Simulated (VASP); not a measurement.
A run of VASP 6.6.1:

Contents of POSCAR:

```
MgO
1.0
    0.0000000000      2.1085000000      2.1085000000
    2.1085000000      0.0000000000      2.1085000000
    2.1085000000      2.1085000000      0.0000000000
Mg O
1 1
Direct
    0.0000000000      0.0000000000      0.0000000000
    0.5000000000      0.5000000000      0.5000000000
```

Contents of INCAR.step1:

```
  PREC = Accurate
  ENCUT = 600
  ISMEAR = -1
  SIGMA = 0.1
  LREAL = F
  LASPH = T
  NELM = 60
  GGA = PE
  ALGO = Normal
  EDIFF = 1E-4
  LWAVE = T
  LCHARG = F
```

The input INCAR.step2:

```
  PREC = Accurate
  ENCUT = 600
  EDIFF = 1E-6
  ISMEAR = -1
  SIGMA = 0.1
  LREAL = F
  LASPH = T
  NELM = 60
  ALGO = Normal
  ISIF = 3
  LWAVE = F
  LCHARG = F
  METAGGA = R2SCAN
  LMIXTAU = T
  IBRION = 2
  NSW = 100
  EDIFFG = -0.002
  ISTART = 1
```

Contents of KPOINTS:

```
regular mesh
0
Gamma
  16 16 16
```

Potentials or basis: VASP PAW PBE potentials, release 64 (Mg, O).

Command:

```sh
$ cat potpaw_PBE.64/Mg/POTCAR potpaw_PBE.64/O/POTCAR > POTCAR
$ cp INCAR.step1 INCAR
$ mpirun -np 1 vasp_std > vasp.out
$ cp INCAR.step2 INCAR
$ mpirun -np 1 vasp_std > vasp.out
```

Hardware: 1 thread of Intel Xeon 8259CL (shared host).

Problem. Estimate the wall time of this run.

Solution. Run time: 4.1 min on 1 thread of Intel Xeon 8259CL (shared host), peak memory 0.17 GiB. Counts: k points 145, ion steps 3.
